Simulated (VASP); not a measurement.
# Ni: single point with PBE

Crystal: Ni.

```
Ni
1.0
    -1.75850   -3.51700   -1.75850
    -1.75850    0.00000   -1.75850
     1.75850    0.00000   -1.75850
Ni
2
Direct
  0.00000 0.00000 0.00000
  0.50000 0.00000 0.50000
```

* Program: VASP 6.6.1
* Task: single point
* Functional: PBE
* Potentials or basis: VASP PAW PBE potentials, release 64 (Ni)
* Cutoff: 520 eV
* k mesh: 7 × 11 × 9
* Occupations: fermi-dirac, width 0.1 eV
* Spin: collinear spin, ferromagnetic start
* Starting moments: [2.0, 2.0] μB
* Dipole correction: no
* Further INCAR settings: ALGO = Normal; EDIFF = 1e-06; NBANDS = 21; ISYM = 0

```
Pressure                                              : 0.3 GPa
Net moment                                            : 1.19 μB per cell
Site moments                                          : Ni +0.61 μB
Valence electrons inside the program's atomic spheres : Ni 9.31
```

Stress tensor (GPa, compression positive):
```
 0.22 -0.01  0.12
-0.01  0.55 -0.01
 0.12 -0.01  0.22
```

Levels at points of the mesh, in eV from the Fermi level:
Spin up:
| k point | band 9 | band 10 | band 11 | band 12 | band 13 | band 14 |
| --- | --- | --- | --- | --- | --- | --- |
| (0.00, 0.00, 0.00) | -0.52 | -0.43 | -0.43 | 2.47 | 9.25 | 14.85 |
Spin down:
```
           k point  band 7  band 8  band 9  band 10  band 11  band 12  band 13  band 14
(0.00, 0.00, 0.00)   -0.66   -0.65    0.08     0.39     0.39     2.43     9.48    14.86
```

Run time: 2.2 min on 1 thread of Intel(R) Xeon(R) Platinum 8488C (Sapphire Rapids), with other jobs on the host, peak memory 0.3 GiB.
